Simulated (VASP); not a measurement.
# CuO (C2/c) in VASP: single point with PBEsol

Aim: the single point of CuO with PBEsol.

Program: VASP 6.6.1. These are calculated values, not measurements. Logs are shortened: lines on timing, memory, paths and dates and some standing lists are left out, and cuts for length are marked.

**1. The cell of the first run**

The typed cell holds 4 atoms: a = 2.894 Å, b = 2.894 Å, c = 5.092 Å, α = 89.96°, β = 89.96°, γ = 89.83°.

**2. Single point, PBEsol**

File POSCAR:

```
CuO
1.0
    2.8940161942     -0.0154640969     -0.0039742729
    0.0238068118      2.8939275707     -0.0039499821
    0.0103466087      0.0102356461      5.0923891503
Cu O
2 2
Direct
    0.5000000000      0.0000000000      0.5000000000
    0.0000000000      0.5000000000      0.0000000000
    0.0002557262      0.9997387149      0.2500003705
    0.9997442738      0.0002612851      0.7499996295
```

File INCAR.step1:

```
PREC = Accurate
ENCUT = 520
EDIFF = 1E-7
ISMEAR = 0
SIGMA = 0.1
LREAL = False
LASPH = True
NELM = 80
ALGO = Fast
ISIF = 2
LWAVE = False
LCHARG = True
LMAXMIX = 4
GGA = PS
NBANDS = 25
```

File KPOINTS.step1:

```
regular mesh
0
Gamma
  14 14 8
```

File INCAR.step2:

```
PREC = Accurate
ENCUT = 520
EDIFF = 1E-7
ISMEAR = -5
SIGMA = 0.1
LREAL = False
LASPH = True
NELM = 80
ALGO = Fast
ISIF = 2
LWAVE = False
LCHARG = False
LMAXMIX = 4
GGA = PS
LORBIT = 11
NEDOS = 2001
ICHARG = 11
```

File KPOINTS.step2:

```
regular mesh
0
Gamma
  21 21 12
```

Potentials or basis: VASP PAW PBE potentials, release 64 (Cu, O).

On the command line:

```
$ cat potpaw_PBE.64/Cu/POTCAR potpaw_PBE.64/O/POTCAR > POTCAR
$ cp INCAR.step1 INCAR
$ cp KPOINTS.step1 KPOINTS
$ mpirun -np 1 vasp_std > vasp.out
$ cp INCAR.step2 INCAR
$ cp KPOINTS.step2 KPOINTS
$ mpirun -np 1 vasp_std > vasp.out
```

OUTCAR:

```text
PREC = Accurate
   ENCUT = 520
   EDIFF = 1E-7
   ISMEAR = -5
   LREAL = False
   LASPH = True
   NELM = 80
   ISIF = 2
   GGA = PS
   LORBIT = 11
   ICHARG = 11

 ion  position               nearest neighbor table
   1  0.500  0.000  0.500-   3 1.93   4 1.93   4 1.93   3 1.93
   2  0.000  0.500  0.000-   4 1.93   3 1.93   4 1.93   3 1.93
   3  0.000  1.000  0.250-   2 1.93   1 1.93   2 1.93   1 1.93
   4  1.000  0.000  0.750-   2 1.93   1 1.93   2 1.93   1 1.93

  LATTYP: Found a base centered monoclinic cell.
 ALAT       =     4.0986956289
 B/A-ratio  =     0.9971194203
 C/A-ratio  =     1.5956098706
 COS(beta)  =    -0.6274395909

  Lattice vectors:

 A1 = (  -2.8940161942,   0.0154640969,   0.0039742729)
 A2 = (  -0.0238068118,  -2.8939275707,   0.0039499821)
 A3 = (   2.9281696147,   2.8886991199,   5.0844648953)

Analysis of symmetry for initial positions (statically):
=====================================================================
 Subroutine PRICEL returns:
 Original cell was already a primitive cell.

 Routine SETGRP: Setting up the symmetry group for a
 base centered monoclinic supercell.

 Subroutine GETGRP returns: Found  4 space group operations
 (whereof  2 operations were pure point group operations)
 out of a pool of  4 trial point group operations.

The static configuration has the point symmetry S_2 .
 The point group associated with its full space group is C_2h.

Analysis of symmetry for dynamics (positions and initial velocities):
=====================================================================
 Subroutine PRICEL returns:
 Original cell was already a primitive cell.

 Routine SETGRP: Setting up the symmetry group for a
 base centered monoclinic supercell.

 Subroutine GETGRP returns: Found  4 space group operations
 (whereof  2 operations were pure point group operations)
 out of a pool of  4 trial point group operations.

The dynamic configuration has the point symmetry S_2 .
 The point group associated with its full space group is C_2h.

 Subroutine INISYM returns: Found  4 space group operations
 (whereof  2 operations are pure point group operations),
 and found     1 'primitive' translations

----------------------------------------------------------------------------------------

                                     Primitive cell

  volume of cell :      42.6512
[... 97 lines left out ...]
   EDIFFG = 0.1E-05   stopping-criterion for IOM
   NSW    =      0    number of steps for IOM
   IBRION =     -1    ionic relax: 0-MD 1-quasi-New 2-CG
   NFREE  =      0    steps in history (QN), initial steepest desc. (CG)
   ISIF   =      2    stress and relaxation
   ISYM   =      2    0-nonsym 1-usesym 2-fastsym
   POTIM  = 0.5000    time-step for ionic-motion
   TEBEG  =    0.0;   TEEND  =   0.0 temperature during run
   PSTRESS=    0.0 pullay stress
   NELECT =      34.0000    total number of electrons
   NUPDOWN=      -1.0000    fix difference up-down
   EMIN   =  10.00;   EMAX   =-10.00  energy-range for DOS
   EFERMI =   0.00;   METHOD = LEGACY
   ISMEAR =    -5;   SIGMA  =   0.10  broadening in eV -4-tet -1-fermi 0-gaus
   EFERMI_NEDOS =   21; number of points for ismear=-14 and -15
   IALGO  =     68    algorithm
   IMIX   =      4    mixing-type and parameters
     AMIX     =   0.40;   BMIX     =  1.00
     AMIX_MAG =   1.60;   BMIX_MAG =  1.00
  volume/ion in A,a.u.               =      10.66        71.96
  Fermi-wavevector in a.u.,A,eV,Ry     =   1.517949  2.868508 31.350133  2.304170
  Thomas-Fermi vector in A             =   2.627136
   LORBIT       =     11    0 simple, 1 ext, 2 COOP (PROOUT), +10 PAW based schemes
   GGA     = PS    functional components
   LHFCALC =     F    Hartree Fock is set to
   AEXX    =    0.0000 exact exchange contribution
   IVDW    =     0    specifies the selected vdW correction
   LEPSILON=     F    determine dielectric tensor
   LRPA    =     F    only Hartree local field effects (RPA)
 non-spin polarized calculation
 RMM-DIIS sequential band-by-band and
 Fermi weights with tetrahedron method with Bloechl corrections
  energy-cutoff  :      520.00
  volume of cell :       42.65
 maximum number of plane-waves:      1175
 NGX is ok and might be reduce to    24

 number of electron      33.9999947 magnetization

 Free energy of the ion-electron system (eV)
  ---------------------------------------------------
  ext. energy  EPLUGINS =         0.00000000
  ---------------------------------------------------
  free energy    TOTEN  =       -21.47841144 eV

  energy without entropy =      -21.47841144  energy(sigma->0) =      -21.47841144

 E-fermi :   5.2285     XC(G=0): -11.8067

 val. band max:        5.2406907576   @ k =  -0.0476   0.4286   0.1667
 cond. band min:       5.1978131878   @ k =  -0.1429   0.1905   0.3333
 fundamental gap:     -0.0428775698
 Fermi energy:         5.2285081788

 k-point     1 :       0.0000    0.0000    0.0000
  band No.  band energies     occupation
      1     -14.8618      2.00000
      2     -13.4285      2.00000
      3      -3.3366      2.00000
      4      -0.5036      2.00000
      5      -0.4974      2.00000
      6       1.2528      2.00000
[... 565 lines left out ...]
     20      10.2165      0.00000
     21      13.2977      0.00000

 [... further k-points ...]
[... 5 lines left out ...]
  --------------------------------------------------------------------------------------
  -------------------------------------------------------------------------------------
  Total        0.2380787      0.2381665      0.3404686     -0.0034267     -0.0017502     -0.0017759
  in kB        8.9433353      8.9466304     12.7895723     -0.1287216     -0.0657468     -0.0667124
  external PRESSURE =      10.2265127 kB  Pullay stress =       0.0000000 kB

 VOLUME and BASIS-vectors are now :
 -----------------------------------------------------------------------------
  energy-cutoff  :      520.00
  volume of cell :       42.65
      direct lattice vectors                 reciprocal lattice vectors
     2.894016194 -0.015464097 -0.003974273     0.345524418 -0.002843397 -0.000696314
     0.023806812  2.893927571 -0.003949982     0.001845398  0.345535016 -0.000698271
     0.010346609  0.010235646  5.092389150     0.000271090  0.000265800  0.196370396

 POSITION                                       TOTAL-FORCE (eV/Angst)
 -----------------------------------------------------------------------------------
      1.45218     -0.00261      2.54421         0.000000      0.000000      0.000000
      0.01190      1.44696     -0.00197         0.000000      0.000000      0.000000
      0.02713      2.89573      1.26915        -0.000635      0.000644      0.000000
      2.90104     -0.00703      3.81532         0.000635     -0.000644     -0.000000
 -----------------------------------------------------------------------------------
    total drift:                                0.000000      0.000000     -0.000000

  FREE ENERGIE OF THE ION-ELECTRON SYSTEM (eV)
  ---------------------------------------------------
  free  energy   TOTEN  =       -21.4784114378 eV

  energy  without entropy=      -21.4784114378  energy(sigma->0) =      -21.47841144

 total charge

# of ion       s       p       d       tot
------------------------------------------
    1        0.410   0.425   9.129   9.964
    2        0.410   0.425   9.129   9.964
    3        1.573   3.377   0.000   4.949
    4        1.573   3.377   0.000   4.949
--------------------------------------------------
tot          3.966   7.602  18.258  29.826
```

Run time: 29 min. Hardware: 1 thread of Oxide Virtual Turin-like, shared host; peak memory 1.1 GiB.

What came out:

```yaml
Valence_electrons_inside_the_program's_atomic_spheres: Cu 9.96; O 4.95
```

Caveat: the PAW data sets were made with another functional, which shifts forces and pressure a little; semilocal functionals often make such compounds metallic where correlation or magnetic order opens a gap, which also shifts bond lengths.
